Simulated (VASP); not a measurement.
# MgO (Imm2) in VASP: single point with PBE

Aim: the single point of MgO with PBE.

Everything below comes from runs of VASP 6.6.1. Logs are shortened: lines on timing, memory, paths and dates and some standing lists are left out, and cuts for length are marked.

## (1) The cell of the first run

The structure is orthorhombic, space group Imm2 (No. 44). The conventional cell has a = 2.977 Å, b = 4.210 Å, c = 2.977 Å, α = 90.00°, β = 90.00°, γ = 90.00°. Within 2.7 Å of Mg (site symmetry mm2) lie 6 O at 2.06 to 2.15 Å. Within 2.7 Å of O (site symmetry mm2) lie 6 Mg at 2.06 to 2.15 Å.

## (2) Single point, PBE

File INCAR:

```
  ALGO = Normal
  EDIFF = 1E-6
  ENCUT = 600
  GGA = PE
  GGA_COMPAT = F
  ISIF = 2
  ISMEAR = 0
  LASPH = T
  LCHARG = F
  LREAL = F
  LWAVE = F
  NBANDS = 11
  NELM = 120
  PREC = Accurate
  SIGMA = 0.01
```

File KPOINTS:

```
k-points
0
Gamma
  2 2 2
```

File POSCAR:

```
MgO
1.0
    0.0000000000      2.1050000000      2.1050000000
    2.1050000000      0.0000000000      2.1050000000
    2.1050000000      2.1050000000      0.0000000000
Mg O
1 1
Direct
    0.0000000000      0.0000000000      0.0000000000
    0.5000000000      0.5000000000      0.5200000000
```

Potentials or basis: VASP PAW PBE potentials, release 64 (Mg, O).

Launch:

```
> cat potpaw_PBE.64/Mg/POTCAR potpaw_PBE.64/O/POTCAR > POTCAR
> mpirun -np 1 vasp_std > vasp.out
```

OUTCAR:

```text
EDIFF = 1E-6
   ENCUT = 600
   GGA = PE
   ISIF = 2
   ISMEAR = 0
   LASPH = T
   LREAL = F
   NELM = 120
   PREC = Accurate

 ion  position               nearest neighbor table
   1  0.000  0.000  0.000-   2 2.06   2 2.06   2 2.11   2 2.11   2 2.15   2 2.15
   2  0.500  0.500  0.520-   1 2.06   1 2.06   1 2.11   1 2.11   1 2.15   1 2.15

  LATTYP: Found a face centered cubic cell.
 ALAT       =     4.2100000000

  Lattice vectors:

 A1 = (   0.0000000000,   2.1050000000,   2.1050000000)
 A2 = (   2.1050000000,   0.0000000000,   2.1050000000)
 A3 = (   2.1050000000,   2.1050000000,   0.0000000000)

Analysis of symmetry for initial positions (statically):
=====================================================================
 Subroutine PRICEL returns:
 Original cell was already a primitive cell.

 Routine SETGRP: Setting up the symmetry group for a
 face centered cubic supercell.

 Subroutine GETGRP returns: Found  4 space group operations
 (whereof  4 operations were pure point group operations)
 out of a pool of 48 trial point group operations.

The static configuration has the point symmetry C_2v.

Analysis of symmetry for dynamics (positions and initial velocities):
=====================================================================
 Subroutine PRICEL returns:
 Original cell was already a primitive cell.

 Routine SETGRP: Setting up the symmetry group for a
 face centered cubic supercell.

 Subroutine GETGRP returns: Found  4 space group operations
 (whereof  4 operations were pure point group operations)
 out of a pool of 48 trial point group operations.

The dynamic configuration has the point symmetry C_2v.

 Subroutine INISYM returns: Found  4 space group operations
 (whereof  4 operations are pure point group operations),
 and found     1 'primitive' translations

----------------------------------------------------------------------------------------

                                     Primitive cell

  volume of cell :      18.6546

  direct lattice vectors                    reciprocal lattice vectors
     0.000000000  2.105000000  2.105000000    -0.237529691  0.237529691  0.237529691
     2.105000000  0.000000000  2.105000000     0.237529691 -0.237529691  0.237529691
     2.105000000  2.105000000  0.000000000     0.237529691  0.237529691 -0.237529691

  length of vectors
     2.976919549  2.976919549  2.976919549     0.411413493  0.411413493  0.411413493

  position of ions in fractional coordinates (direct lattice)
     0.000000000  0.000000000  0.000000000
     0.500000000  0.500000000  0.520000000

  ion indices of the primitive-cell ions
   primitive index   ion index
                 1           1
                 2           2

----------------------------------------------------------------------------------------

 KPOINTS: k-points

Automatic generation of k-mesh.
 Grid dimensions read from file:
 generate k-points for:    2    2    2

 Generating k-lattice:

  Cartesian coordinates                     Fractional coordinates (reciprocal lattice)
    -0.118764846  0.118764846  0.118764846     0.500000000  0.000000000  0.000000000
     0.118764846 -0.118764846  0.118764846     0.000000000  0.500000000  0.000000000
     0.118764846  0.118764846 -0.118764846     0.000000000  0.000000000  0.500000000

  Length of vectors
     0.205706747  0.205706747  0.205706747

  Shift w.r.t. Gamma in fractional coordinates (k-lattice)
     0.000000000  0.000000000  0.000000000

 Subroutine IBZKPT returns following result:
 ===========================================

 Found      5 irreducible k-points:

 Following reciprocal coordinates:
            Coordinates               Weight
  0.000000  0.000000  0.000000      1.000000
  0.500000  0.000000  0.000000      2.000000
  0.000000  0.000000  0.500000      2.000000
  0.500000  0.500000  0.000000      1.000000
  0.000000  0.500000  0.500000      2.000000
   k-points           NKPTS =      5   k-points in BZ     NKDIM =      5   number of bands    NBANDS=     11
   number of dos      NEDOS =    301   number of ions     NIONS =      2
   total plane-waves  NPLWV =  13824
   dimension x,y,z NGX =    24 NGY =   24 NGZ =   24
   dimension x,y,z NGXF=    48 NGYF=   48 NGZF=   48
   ions per type =               1   1
   NGX,Y,Z   is equivalent  to a cutoff of  13.40, 13.40, 13.40 a.u.
   NGXF,Y,Z  is equivalent  to a cutoff of  26.81, 26.81, 26.81 a.u.
 SYSTEM =  unknown system
   PREC   = accura    normal or accurate (medium, high low for compatibility)
   ISTART =      0    job   : 0-new  1-cont  2-samecut
   ICHARG =      2    charge: 1-file 2-atom 10-const
   ISPIN  =      1    spin polarized calculation?
   LNONCOLLINEAR =      F non collinear calculations
   LSORBIT =      F    spin-orbit coupling
   LASPH  =      T    aspherical Exc in radial PAW
   ENCUT  =  600.0 eV  44.10 Ry    6.64 a.u.   5.95  5.95  5.95*2*pi/ulx,y,z
   NELM   =    120;   NELMIN=  2; NELMDL= -5     # of ELM steps
   EDIFF  = 0.1E-05   stopping-criterion for ELM
   LREAL  =      F    real-space projection
   EDIFFG = 0.1E-04   stopping-criterion for IOM
   NSW    =      0    number of steps for IOM
   IBRION =     -1    ionic relax: 0-MD 1-quasi-New 2-CG
   NFREE  =      0    steps in history (QN), initial steepest desc. (CG)
   ISIF   =      2    stress and relaxation
   ISYM   =      2    0-nonsym 1-usesym 2-fastsym
   POTIM  = 0.5000    time-step for ionic-motion
   TEBEG  =    0.0;   TEEND  =   0.0 temperature during run
   PSTRESS=    0.0 pullay stress
   NELECT =       8.0000    total number of electrons
   NUPDOWN=      -1.0000    fix difference up-down
   EMIN   =  10.00;   EMAX   =-10.00  energy-range for DOS
   EFERMI =   0.00;   METHOD = LEGACY
   ISMEAR =     0;   SIGMA  =   0.01  broadening in eV -4-tet -1-fermi 0-gaus
   EFERMI_NEDOS =   21; number of points for ismear=-14 and -15
   IALGO  =     38    algorithm
   IMIX   =      4    mixing-type and parameters
     AMIX     =   0.40;   BMIX     =  1.00
     AMIX_MAG =   1.60;   BMIX_MAG =  1.00
  volume/ion in A,a.u.               =       9.33        62.94
  Fermi-wavevector in a.u.,A,eV,Ry     =   1.234552  2.332965 20.736894  1.524119
  Thomas-Fermi vector in A             =   2.369237
   LORBIT       =      0    0 simple, 1 ext, 2 COOP (PROOUT), +10 PAW based schemes
   GGA     = PE    functional components
   LHFCALC =     F    Hartree Fock is set to
   AEXX    =    0.0000 exact exchange contribution
   IVDW    =     0    specifies the selected vdW correction
   LEPSILON=     F    determine dielectric tensor
   LRPA    =     F    only Hartree local field effects (RPA)
 non-spin polarized calculation
 Gauss-broadening in eV      SIGMA  =   0.01
  energy-cutoff  :      600.00
  volume of cell :       18.65
 maximum number of plane-waves:       636
 NGX is ok and might be reduce to    24
   NGX = 11   NGY = 11   NGZ = 11

 number of electron       8.0000005 magnetization

 Free energy of the ion-electron system (eV)
  ---------------------------------------------------
  ext. energy  EPLUGINS =         0.00000000
  ---------------------------------------------------
  free energy    TOTEN  =       -11.02525193 eV

  energy without entropy =      -11.02525193  energy(sigma->0) =      -11.02525193

 E-fermi :   3.7998     XC(G=0): -10.9780

 val. band max:        3.6901750706   @ k =   0.0000   0.0000   0.0000
 cond. band min:       8.1799345423   @ k =   0.0000   0.0000   0.0000
 fundamental gap:      4.4897594717
 Fermi energy:         3.7998071945

 k-point     1 :       0.0000    0.0000    0.0000
  band No.  band energies     occupation
      1     -13.6453      2.00000
      2       3.6844      2.00000
      3       3.6897      2.00000
      4       3.6902      2.00000
      5       8.1799      0.00000
      6      19.0874      0.00000
      7      19.1025      0.00000
      8      19.1098      0.00000
      9      23.0873      0.00000
     10      24.7634      0.00000
     11      24.7676      0.00000

 k-point     2 :       0.5000    0.0000    0.0000
  band No.  band energies     occupation
      1     -12.3050      2.00000
      2      -1.1283      2.00000
      3       3.0078      2.00000
      4       3.0128      2.00000
      5      11.2716      0.00000
      6      16.1868      0.00000
      7      19.5649      0.00000
      8      19.5970      0.00000
      9      24.1456      0.00000
     10      25.8924      0.00000
     11      25.9081      0.00000

 k-point     3 :       0.0000    0.0000    0.5000
  band No.  band energies     occupation
      1     -12.3048      2.00000
      2      -1.1280      2.00000
      3       3.0025      2.00000
      4       3.0093      2.00000
      5      11.2802      0.00000
      6      16.2012      0.00000
      7      19.5700      0.00000
      8      19.5854      0.00000
      9      24.1497      0.00000
     10      25.8894      0.00000
     11      25.8952      0.00000

 k-point     4 :       0.5000    0.5000    0.0000
  band No.  band energies     occupation
      1     -12.0323      2.00000
      2      -0.5739      2.00000
      3       2.2698      2.00000
      4       2.2748      2.00000
      5      12.4489      0.00000
      6      13.2262      0.00000
      7      16.7056      0.00000
      8      22.3901      0.00000
      9      22.4397      0.00000
     10      28.6589      0.00000
     11      30.1592      0.00000

 k-point     5 :       0.0000    0.5000    0.5000
  band No.  band energies     occupation
      1     -12.0327      2.00000
      2      -0.5717      2.00000
      3       2.2728      2.00000
      4       2.2744      2.00000
      5      12.4437      0.00000
      6      13.2236      0.00000
      7      16.7060      0.00000
      8      22.4042      0.00000
      9      22.4202      0.00000
     10      28.6888      0.00000
     11      30.1345      0.00000

------------------------ aborting loop because EDIFF is reached ----------------------------------------

  FORCE on cell =-STRESS in cart. coord.  units (eV):
  Direction    XX          YY          ZZ          XY          YZ          ZX
  --------------------------------------------------------------------------------------
  -------------------------------------------------------------------------------------
  Total        1.0595532      1.0595532      0.9868011     -0.0078902      0.0000000      0.0000000
  in kB       91.0011836     91.0011836     84.7527739     -0.6776586      0.0000000      0.0000000
  external PRESSURE =      88.9183804 kB  Pullay stress =       0.0000000 kB

 VOLUME and BASIS-vectors are now :
 -----------------------------------------------------------------------------
  energy-cutoff  :      600.00
  volume of cell :       18.65
      direct lattice vectors                 reciprocal lattice vectors
     0.000000000  2.105000000  2.105000000    -0.237529691  0.237529691  0.237529691
     2.105000000  0.000000000  2.105000000     0.237529691 -0.237529691  0.237529691
     2.105000000  2.105000000  0.000000000     0.237529691  0.237529691 -0.237529691

 POSITION                                       TOTAL-FORCE (eV/Angst)
 -----------------------------------------------------------------------------------
      0.00000      0.00000      0.00000         0.198117      0.198117     -0.000000
      2.14710      2.14710      2.10500        -0.198117     -0.198117      0.000000
 -----------------------------------------------------------------------------------
    total drift:                                0.000317      0.000317     -0.000000

  FREE ENERGIE OF THE ION-ELECTRON SYSTEM (eV)
  ---------------------------------------------------
  free  energy   TOTEN  =       -11.0252519337 eV

  energy  without entropy=      -11.0252519337  energy(sigma->0) =      -11.02525193
```

It took 6.9 s on 1 thread of Intel Xeon 8259CL, shared host; peak memory 0.13 GiB.

Results:

- Free energy: -11.0253 eV
- Pressure: 8.9 GPa
- Largest force: 0.280 eV/Å
- Band gap on the k mesh: 4.49 eV, direct

Forces on the atoms (eV/Å):
```
Mg   0.198  0.198  0.000
O   -0.198 -0.198  0.000
```

Caveat: the k points lie up to 1.29 Å⁻¹ apart. Expect the measured gap to be larger: semilocal functionals such as PBE lack the derivative discontinuity.
